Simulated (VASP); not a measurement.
# TiO2 (I4_1/amd) in VASP: further runs

Runs on TiO2. Level: PBE+U. Tasks: single point.

Everything below comes from runs of VASP 6.6.1. Logs are shortened: lines on timing, memory, paths and dates and some standing lists are left out, and cuts for length are marked.

**1. The cell of the first run**

Symmetry: I4_1/amd, No. 141, tetragonal system. The conventional cell has a = 3.818 Å, b = 3.818 Å, c = 9.777 Å, α = 90.00°, β = 90.00°, γ = 90.00°. Ti (site symmetry -4m2) has 6 O at 1.96 to 2.01 Å within 2.6 Å. O (site symmetry 2mm) has 3 Ti at 1.96 to 2.01 Å and 2 O at 2.47 Å within 2.6 Å.

**2. Single point, PBE+U**

INCAR

```
SYSTEM = TiO2
ALGO = Normal
EDIFF = 1E-6
ENCUT = 520
GGA = PE
ISIF = 2
ISMEAR = 0
LASPH = .TRUE.
LCHARG = .FALSE.
LDAU = .TRUE.
LDAUJ = 0 0
LDAUL = 2 -1
LDAUPRINT = 1
LDAUTYPE = 2
LDAUU = 4 0
LMAXMIX = 4
LREAL = .FALSE.
LWAVE = .FALSE.
NBANDS = 33
NELM = 150
PREC = Accurate
SIGMA = 0.05
```

KPOINTS

```
k-points
0
G
  8 8 8
  0 0 0
```

POSCAR

```
TiO2
1.0
   -1.9089353641      1.9089353641      4.8883612609
    1.9089353641     -1.9089353641      4.8883612609
    1.9089353641      1.9089353641     -4.8883612609
Ti O
2 4
Direct
    0.0000000000      0.0000000000      0.0000000000
    0.7500000000      0.2500000000      0.5000000000
    0.2052765759      0.2052765759      0.0000000000
    0.9552765759      0.4552765759      0.5000000000
    0.5447234241      0.0447234241      0.5000000000
    0.7947234241      0.7947234241      0.0000000000
```

Potentials or basis: VASP PAW PBE potentials, release 64 (Ti_sv, O).

Run with:

```bash
cat potpaw_PBE.64/Ti_sv/POTCAR potpaw_PBE.64/O/POTCAR > POTCAR
mpirun -np 1 vasp_std > vasp.out
```

OUTCAR:

```text
SYSTEM = TiO2
   EDIFF = 1E-6
   ENCUT = 520
   GGA = PE
   ISIF = 2
   ISMEAR = 0
   LASPH = .TRUE.
   LREAL = .FALSE.
   NELM = 150
   PREC = Accurate

 ion  position               nearest neighbor table
   1  0.000  0.000  0.000-   5 1.96   4 1.96   5 1.96   4 1.96   3 2.01   6 2.01
   2  0.750  0.250  0.500-   6 1.96   3 1.96   6 1.96   3 1.96   4 2.01   5 2.01
   3  0.205  0.205  0.000-   2 1.96   2 1.96   1 2.01
   4  0.955  0.455  0.500-   1 1.96   1 1.96   2 2.01
   5  0.545  0.045  0.500-   1 1.96   1 1.96   2 2.01
   6  0.795  0.795  0.000-   2 1.96   2 1.96   1 2.01

  LATTYP: Found a body centered tetragonal cell.
 ALAT       =     3.8178707282
 C/A-ratio  =     2.5607788262

  Lattice vectors:

 A1 = (  -1.9089353641,   1.9089353641,   4.8883612609)
 A2 = (   1.9089353641,  -1.9089353641,   4.8883612609)
 A3 = (   1.9089353641,   1.9089353641,  -4.8883612609)

Analysis of symmetry for initial positions (statically):
=====================================================================
 Subroutine PRICEL returns:
 Original cell was already a primitive cell.

 Routine SETGRP: Setting up the symmetry group for a
 body centered tetragonal supercell.

 Subroutine GETGRP returns: Found 16 space group operations
 (whereof  8 operations were pure point group operations)
 out of a pool of 16 trial point group operations.

The static configuration has the point symmetry D_2d.
 The point group associated with its full space group is D_4h.

Analysis of symmetry for dynamics (positions and initial velocities):
=====================================================================
 Subroutine PRICEL returns:
 Original cell was already a primitive cell.

 Routine SETGRP: Setting up the symmetry group for a
 body centered tetragonal supercell.

 Subroutine GETGRP returns: Found 16 space group operations
 (whereof  8 operations were pure point group operations)
 out of a pool of 16 trial point group operations.

The dynamic configuration has the point symmetry D_2d.
[... 195 lines left out ...]

spin component  2

  0.1037  0.0000 -0.0000 -0.0000 -0.0000
  0.0000  0.1000 -0.0000 -0.0000 -0.0000
 -0.0000 -0.0000  0.2445 -0.0000 -0.0000
 -0.0000 -0.0000 -0.0000  0.1000  0.0000
 -0.0000 -0.0000 -0.0000  0.0000  0.2455

 occupancies and eigenvectors

  o =  0.1000  v =  0.0000  0.5245 -0.0000 -0.8514  0.0000  0.0000  0.0000  0.0000  0.0000  0.0000      0.0000  0.0000  0.0000  0.0000  0.0000  0.0000  0.0000  0.0000  0.0000  0.0000
  o =  0.1000  v =  0.0000  0.0000  0.0000  0.0000  0.0000  0.0000  0.5245 -0.0000 -0.8514  0.0000      0.0000  0.0000  0.0000  0.0000  0.0000  0.0000  0.0000  0.0000  0.0000  0.0000
  o =  0.1000  v =  0.0000  0.0000  0.0000  0.0000  0.0000  0.0000 -0.8514 -0.0000 -0.5245  0.0000      0.0000  0.0000  0.0000  0.0000  0.0000  0.0000  0.0000  0.0000  0.0000  0.0000
  o =  0.1000  v =  0.0000 -0.8514 -0.0000 -0.5245  0.0000  0.0000  0.0000  0.0000  0.0000  0.0000      0.0000  0.0000  0.0000  0.0000  0.0000  0.0000  0.0000  0.0000  0.0000  0.0000
  o =  0.1037  v =  0.0000  0.0000  0.0000  0.0000  0.0000  1.0000  0.0000  0.0000  0.0000  0.0000      0.0000  0.0000  0.0000  0.0000  0.0000  0.0000  0.0000  0.0000  0.0000  0.0000
  o =  0.1037  v =  1.0000  0.0000  0.0000  0.0000  0.0000  0.0000  0.0000  0.0000  0.0000  0.0000      0.0000  0.0000  0.0000  0.0000  0.0000  0.0000  0.0000  0.0000  0.0000  0.0000
  o =  0.2445  v =  0.0000 -0.0000  1.0000 -0.0000  0.0000  0.0000  0.0000  0.0000  0.0000  0.0000      0.0000  0.0000  0.0000  0.0000  0.0000  0.0000  0.0000  0.0000  0.0000  0.0000
  o =  0.2445  v =  0.0000  0.0000  0.0000  0.0000  0.0000  0.0000 -0.0000  1.0000 -0.0000  0.0000      0.0000  0.0000  0.0000  0.0000  0.0000  0.0000  0.0000  0.0000  0.0000  0.0000
  o =  0.2455  v =  0.0000  0.0000  0.0000  0.0000  0.0000  0.0000  0.0000  0.0000 -0.0000 -1.0000      0.0000  0.0000  0.0000  0.0000  0.0000  0.0000  0.0000  0.0000  0.0000  0.0000
  o =  0.2455  v =  0.0000  0.0000  0.0000 -0.0000 -1.0000  0.0000  0.0000  0.0000  0.0000  0.0000      0.0000  0.0000  0.0000  0.0000  0.0000  0.0000  0.0000  0.0000  0.0000  0.0000

 number of electron      47.9999994 magnetization

 Free energy of the ion-electron system (eV)
  ---------------------------------------------------
  ext. energy  EPLUGINS =         0.00000000
  ---------------------------------------------------
  free energy    TOTEN  =       -48.50089411 eV

  energy without entropy =      -48.50089411  energy(sigma->0) =      -48.50089411

 E-fermi :   3.4369     XC(G=0): -10.5141

 val. band max:        3.1966307486   @ k =  -0.3750   0.3750   0.0000
 cond. band min:       5.8810324085   @ k =   0.0000   0.0000   0.0000
 fundamental gap:      2.6844016599
 Fermi energy:         3.4368544720

 k-point     1 :       0.0000    0.0000    0.0000
  band No.  band energies     occupation
      1     -54.2970      2.00000
      2     -54.2525      2.00000
      3     -30.6468      2.00000
      4     -30.4502      2.00000
      5     -30.4502      2.00000
      6     -30.3963      2.00000
[... 853 lines left out ...]
     32       9.5461      0.00000
     33      10.0573      0.00000

 [... further k-points ...]

------------------------ aborting loop because EDIFF is reached ----------------------------------------

  FORCE on cell =-STRESS in cart. coord.  units (eV):
  Direction    XX          YY          ZZ          XY          YZ          ZX
  --------------------------------------------------------------------------------------
  -------------------------------------------------------------------------------------
  Total        2.0100415      2.0100415      1.6009721      0.0000000      0.0000000      0.0000000
  in kB       45.1970279     45.1970279     35.9988485      0.0000000      0.0000000      0.0000000
  external PRESSURE =      42.1309681 kB  Pullay stress =       0.0000000 kB

 VOLUME and BASIS-vectors are now :
 -----------------------------------------------------------------------------
  energy-cutoff  :      520.00
  volume of cell :       71.25
      direct lattice vectors                 reciprocal lattice vectors
    -1.908935364  1.908935364  4.888361261     0.000000000  0.261926103  0.102283766
     1.908935364 -1.908935364  4.888361261     0.261926103  0.000000000  0.102283766
     1.908935364  1.908935364 -4.888361261     0.261926103  0.261926103  0.000000000

 POSITION                                       TOTAL-FORCE (eV/Angst)
 -----------------------------------------------------------------------------------
      0.00000      0.00000      0.00000         0.000000      0.000000      0.000000
     -0.00000      1.90894      2.44418         0.000000      0.000000     -0.000000
      0.00000      0.00000      2.00693        -0.000000     -0.000000      0.150255
      0.00000      1.90894      4.45111        -0.000000     -0.000000      0.150255
      0.00000      1.90894      0.43725        -0.000000     -0.000000     -0.150255
      0.00000      0.00000      7.76979         0.000000      0.000000     -0.150255
 -----------------------------------------------------------------------------------
    total drift:                                0.000000      0.000000     -0.000000

  FREE ENERGIE OF THE ION-ELECTRON SYSTEM (eV)
  ---------------------------------------------------
  free  energy   TOTEN  =       -48.5008941134 eV

  energy  without entropy=      -48.5008941134  energy(sigma->0) =      -48.50089411
```

OSZICAR:

```text
N       E                     dE             d eps       ncg     rms          rms(c)
DAV:   1     0.667948602987E+03    0.66795E+03   -0.24114E+04  3894   0.168E+03
DAV:   2     0.298873502727E+02   -0.63806E+03   -0.59644E+03  4385   0.506E+02
DAV:   3    -0.630779803644E+02   -0.92965E+02   -0.91632E+02  5381   0.188E+02
DAV:   4    -0.678388045635E+02   -0.47608E+01   -0.47514E+01  5960   0.409E+01
DAV:   5    -0.680062018641E+02   -0.16740E+00   -0.16737E+00  4963   0.588E+00    0.313E+01
DAV:   6    -0.479579315919E+02    0.20048E+02   -0.84477E+01  5434   0.893E+01    0.922E+00
DAV:   7    -0.485797731322E+02   -0.62184E+00   -0.13163E+01  5236   0.244E+01    0.765E+00
DAV:   8    -0.484772245952E+02    0.10255E+00   -0.62293E-01  5495   0.647E+00    0.476E+00
DAV:   9    -0.484975272418E+02   -0.20303E-01   -0.47443E-01  5262   0.569E+00    0.101E+00
DAV:  10    -0.485056609993E+02   -0.81338E-02   -0.60324E-02  5998   0.193E+00    0.704E-01
DAV:  11    -0.485011222642E+02    0.45387E-02   -0.16070E-02  4929   0.132E+00    0.149E-01
DAV:  12    -0.485008864679E+02    0.23580E-03   -0.13583E-03  5240   0.251E-01    0.720E-02
DAV:  13    -0.485009071950E+02   -0.20727E-04   -0.37923E-04  4537   0.132E-01    0.328E-02
DAV:  14    -0.485008948208E+02    0.12374E-04   -0.72169E-05  5056   0.551E-02    0.210E-02
DAV:  15    -0.485008951041E+02   -0.28334E-06   -0.12812E-05  5323   0.437E-02    0.854E-03
DAV:  16    -0.485008941134E+02    0.99076E-06   -0.33399E-06  4262   0.178E-02
   1 F= -.48500894E+02 E0= -.48500894E+02  d E =-.212567E-13
```

Run time: 8.1 min. Hardware: 1 thread of Intel Xeon 8259CL, shared host; peak memory 0.32 GiB.

What came out:

* Free energy: -48.5009 eV
* Pressure: 4.2 GPa
* Largest force: 0.150 eV/Å
* Band gap on the k mesh: 2.68 eV (least direct gap 2.95 eV)

Forces in eV/Å, atoms in the order of the input:
```
Ti   0.000  0.000  0.000
Ti   0.000  0.000  0.000
O    0.000  0.000  0.150
O    0.000  0.000  0.150
O    0.000  0.000 -0.150
O    0.000  0.000 -0.150
```

Eigenvalues of the final occupation matrices:
```
    site  spin  trace               eigenvalues
site 1 d     1   0.79  0.10 0.10 0.10 0.24 0.25
site 1 d     2   0.79  0.10 0.10 0.10 0.24 0.25
site 2 d     1   0.79  0.10 0.10 0.10 0.24 0.25
site 2 d     2   0.79  0.10 0.10 0.10 0.24 0.25
```

Caveat: the cell stands under pressure. A k mesh can miss the band edges.

**3. Single point, PBE+U**

INCAR

```
SYSTEM = TiO2
  PREC = Accurate
  ENCUT = 520
  EDIFF = 1E-6
  ISMEAR = 0
  SIGMA = 0.05
  LREAL = .False.
  LASPH = .True.
  NELM = 150
  ALGO = Normal
  ISIF = 2
  LWAVE = .False.
  LCHARG = .False.
  LMAXMIX = 4
  LDAU = .True.
  LDAUTYPE = 2
  LDAUL = 2 -1
  LDAUU = 4 0
  LDAUJ = 0 0
  LDAUPRINT = 1
  GGA = PE
  NBANDS = 33
```

KPOINTS

```
regular mesh
0
Gamma
  10 10 10
  0 0 0
```

POSCAR is that of step 2.

Potentials or basis: VASP PAW PBE potentials, release 64 (Ti_sv, O).

Run with:

```bash
cat potpaw_PBE.64/Ti_sv/POTCAR potpaw_PBE.64/O/POTCAR > POTCAR
mpirun -np 1 vasp_std > vasp.out
```

OUTCAR:

```text
SYSTEM = TiO2
   PREC = Accurate
   ENCUT = 520
   EDIFF = 1E-6
   ISMEAR = 0
   LREAL = .False.
   LASPH = .True.
   NELM = 150
   ISIF = 2
   GGA = PE

 ion  position               nearest neighbor table
   1  0.000  0.000  0.000-   5 1.96   4 1.96   5 1.96   4 1.96   3 2.01   6 2.01
   2  0.750  0.250  0.500-   6 1.96   3 1.96   6 1.96   3 1.96   4 2.01   5 2.01
   3  0.205  0.205  0.000-   2 1.96   2 1.96   1 2.01
   4  0.955  0.455  0.500-   1 1.96   1 1.96   2 2.01
   5  0.545  0.045  0.500-   1 1.96   1 1.96   2 2.01
   6  0.795  0.795  0.000-   2 1.96   2 1.96   1 2.01

  LATTYP: Found a body centered tetragonal cell.
 ALAT       =     3.8178707282
 C/A-ratio  =     2.5607788262

  Lattice vectors:

 A1 = (  -1.9089353641,   1.9089353641,   4.8883612609)
 A2 = (   1.9089353641,  -1.9089353641,   4.8883612609)
 A3 = (   1.9089353641,   1.9089353641,  -4.8883612609)

Analysis of symmetry for initial positions (statically):
=====================================================================
 Subroutine PRICEL returns:
 Original cell was already a primitive cell.

 Routine SETGRP: Setting up the symmetry group for a
 body centered tetragonal supercell.

 Subroutine GETGRP returns: Found 16 space group operations
 (whereof  8 operations were pure point group operations)
 out of a pool of 16 trial point group operations.

The static configuration has the point symmetry D_2d.
 The point group associated with its full space group is D_4h.

Analysis of symmetry for dynamics (positions and initial velocities):
=====================================================================
 Subroutine PRICEL returns:
 Original cell was already a primitive cell.

[... 219 lines left out ...]
  o =  0.1038  v =  1.0000  0.0000  0.0000  0.0000  0.0000  0.0000  0.0000  0.0000  0.0000  0.0000      0.0000  0.0000  0.0000  0.0000  0.0000  0.0000  0.0000  0.0000  0.0000  0.0000
  o =  0.2445  v =  0.0000  0.0000 -1.0000 -0.0000 -0.0000  0.0000  0.0000  0.0000  0.0000  0.0000      0.0000  0.0000  0.0000  0.0000  0.0000  0.0000  0.0000  0.0000  0.0000  0.0000
  o =  0.2445  v =  0.0000  0.0000  0.0000  0.0000  0.0000  0.0000  0.0000 -1.0000 -0.0000 -0.0000      0.0000  0.0000  0.0000  0.0000  0.0000  0.0000  0.0000  0.0000  0.0000  0.0000
  o =  0.2455  v =  0.0000  0.0000  0.0000  0.0000  0.0000  0.0000  0.0000  0.0000  0.0000 -1.0000      0.0000  0.0000  0.0000  0.0000  0.0000  0.0000  0.0000  0.0000  0.0000  0.0000
  o =  0.2455  v =  0.0000  0.0000  0.0000  0.0000 -1.0000  0.0000  0.0000  0.0000  0.0000  0.0000      0.0000  0.0000  0.0000  0.0000  0.0000  0.0000  0.0000  0.0000  0.0000  0.0000

 number of electron      47.9999994 magnetization

 Free energy of the ion-electron system (eV)
  ---------------------------------------------------
  ext. energy  EPLUGINS =         0.00000000
  ---------------------------------------------------
  free energy    TOTEN  =       -48.50089092 eV

  energy without entropy =      -48.50089092  energy(sigma->0) =      -48.50089092

 E-fermi :   3.4200     XC(G=0): -10.5141

 val. band max:        3.2149853413   @ k =  -0.4000   0.4000   0.0000
 cond. band min:       5.8812724323   @ k =   0.0000   0.0000   0.0000
 fundamental gap:      2.6662870910
 Fermi energy:         3.4200387904

 k-point     1 :       0.0000    0.0000    0.0000
  band No.  band energies     occupation
      1     -54.2966      2.00000
      2     -54.2521      2.00000
      3     -30.6465      2.00000
      4     -30.4499      2.00000
      5     -30.4499      2.00000
      6     -30.3959      2.00000
[... 853 lines left out ...]
     32       9.4155      0.00000
     33      10.2671      0.00000

 [... further k-points ...]

------------------------ aborting loop because EDIFF is reached ----------------------------------------

  FORCE on cell =-STRESS in cart. coord.  units (eV):
  Direction    XX          YY          ZZ          XY          YZ          ZX
  --------------------------------------------------------------------------------------
  -------------------------------------------------------------------------------------
  Total        2.0071605      2.0071605      1.5991807      0.0000000      0.0000000      0.0000000
  in kB       45.1322477     45.1322477     35.9585671      0.0000000      0.0000000      0.0000000
  external PRESSURE =      42.0743541 kB  Pullay stress =       0.0000000 kB

 VOLUME and BASIS-vectors are now :
 -----------------------------------------------------------------------------
  energy-cutoff  :      520.00
  volume of cell :       71.25
      direct lattice vectors                 reciprocal lattice vectors
    -1.908935364  1.908935364  4.888361261     0.000000000  0.261926103  0.102283766
     1.908935364 -1.908935364  4.888361261     0.261926103  0.000000000  0.102283766
     1.908935364  1.908935364 -4.888361261     0.261926103  0.261926103  0.000000000

 POSITION                                       TOTAL-FORCE (eV/Angst)
 -----------------------------------------------------------------------------------
      0.00000      0.00000      0.00000        -0.000000     -0.000000      0.000000
     -0.00000      1.90894      2.44418        -0.000000     -0.000000      0.000000
      0.00000      0.00000      2.00693         0.000000     -0.000000      0.150276
      0.00000      1.90894      4.45111        -0.000000      0.000000      0.150276
      0.00000      1.90894      0.43725        -0.000000      0.000000     -0.150276
      0.00000      0.00000      7.76979         0.000000     -0.000000     -0.150276
 -----------------------------------------------------------------------------------
    total drift:                                0.000000      0.000000     -0.000000

  FREE ENERGIE OF THE ION-ELECTRON SYSTEM (eV)
  ---------------------------------------------------
  free  energy   TOTEN  =       -48.5008909246 eV

  energy  without entropy=      -48.5008909246  energy(sigma->0) =      -48.50089092
```

OSZICAR:

```text
N       E                     dE             d eps       ncg     rms          rms(c)
DAV:   1     0.667348089562E+03    0.66735E+03   -0.24087E+04  6732   0.167E+03
DAV:   2     0.288383444093E+02   -0.63851E+03   -0.59697E+03  7618   0.506E+02
DAV:   3    -0.630138604885E+02   -0.91852E+02   -0.90479E+02  9168   0.187E+02
DAV:   4    -0.678166610579E+02   -0.48028E+01   -0.47925E+01 10317   0.411E+01
DAV:   5    -0.680054866435E+02   -0.18883E+00   -0.18880E+00  8570   0.621E+00    0.313E+01
DAV:   6    -0.479781584164E+02    0.20027E+02   -0.84734E+01  9377   0.893E+01    0.925E+00
DAV:   7    -0.485843107932E+02   -0.60615E+00   -0.13051E+01  9160   0.244E+01    0.765E+00
DAV:   8    -0.484764120745E+02    0.10790E+00   -0.59897E-01  9343   0.649E+00    0.473E+00
DAV:   9    -0.484994880325E+02   -0.23076E-01   -0.49136E-01  9014   0.576E+00    0.104E+00
DAV:  10    -0.485059357295E+02   -0.64477E-02   -0.62204E-02 10348   0.194E+00    0.730E-01
DAV:  11    -0.485011435556E+02    0.47922E-02   -0.15358E-02  8574   0.137E+00    0.157E-01
DAV:  12    -0.485009079008E+02    0.23565E-03   -0.18041E-03  8944   0.282E-01    0.824E-02
DAV:  13    -0.485009110056E+02   -0.31048E-05   -0.53435E-04  8040   0.152E-01    0.392E-02
DAV:  14    -0.485008927800E+02    0.18226E-04   -0.13056E-04  9029   0.947E-02    0.236E-02
DAV:  15    -0.485008908794E+02    0.19006E-05   -0.17949E-05  9049   0.495E-02    0.536E-03
DAV:  16    -0.485008909246E+02   -0.45236E-07   -0.13012E-06  5633   0.123E-02
   1 F= -.48500891E+02 E0= -.48500891E+02  d E =-.570063E-11
```

stdout:

```text
POSCAR found type information on POSCAR TiO
 POSCAR found :  2 types and       6 ions
 scaLAPACK will be used
 LDA part: xc-table for (Slater+PW92), standard interpolation
 POSCAR, INCAR and KPOINTS ok, starting setup
 FFT: planning ... GRIDC
 FFT: planning ... GRID_SOFT
 FFT: planning ... GRID
 WAVECAR not read
 entering main loop
```

Wall time 13 min (1 thread of Intel Xeon 8259CL, shared host); peak memory 0.38 GiB.

Results:

```yaml
Free_energy: -48.5009 eV
Pressure: 4.2 GPa
Largest_force: 0.150 eV/Å
Band_gap_on_the_k_mesh: 2.67 eV (least direct gap 2.96 eV)
```

Forces on the atoms (eV/Å):
```
Ti   0.000  0.000  0.000
Ti   0.000  0.000  0.000
O    0.000  0.000  0.150
O    0.000  0.000  0.150
O    0.000  0.000 -0.150
O    0.000  0.000 -0.150
```

Stress tensor (GPa, compression positive):
```
4.51 0.00 0.00
0.00 4.51 0.00
0.00 0.00 3.60
```

Eigenvalues of the final occupation matrices:
```tsv
site	spin	trace	eigenvalues
site 1 d	1	0.79	0.10 0.10 0.10 0.24 0.25
site 1 d	2	0.79	0.10 0.10 0.10 0.24 0.25
site 2 d	1	0.79	0.10 0.10 0.10 0.24 0.25
site 2 d	2	0.79	0.10 0.10 0.10 0.24 0.25
```

Caveat: the cell stands under pressure. A k mesh can miss the band edges.
